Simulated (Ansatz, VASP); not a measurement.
## S: VASP beside Ansatz

```
S
1.0
     0.00000    2.83986    2.83986
     2.83986    0.00000    2.83986
     2.83986    2.83986    0.00000
S
2
Direct
  0.00000 0.00000 0.00000
  0.25000 0.25000 0.25000
```

Alike in both runs: functional PBEsol; k mesh 18 × 18 × 18; occupations gaussian, width 0.1 eV; no spin polarisation.

Ansatz relaxed the structure, and its values are those at the end. VASP's run is a single point on that final structure, the one shown.

```csv
,VASP,Ansatz
version,VASP 6.6.1,Ansatz 0.2.0
potentials or method,"VASP PAW PBE potentials, release 64 (S), cutoff 520 eV","scalar-relativistic, plane waves, PAW"
valence electrons in the cell,12,12
```

|  | VASP | Ansatz | Ansatz less VASP |
| --- | --- | --- | --- |
| gap on the k mesh at the Fermi level (eV) | none | none | - |
| pressure (GPa) | 0.1 | 0.0 | -0.06 |

VASP's potentials were made for PBE, not for PBEsol. A gap of «none» marks a metal or a gap that the smearing closes.
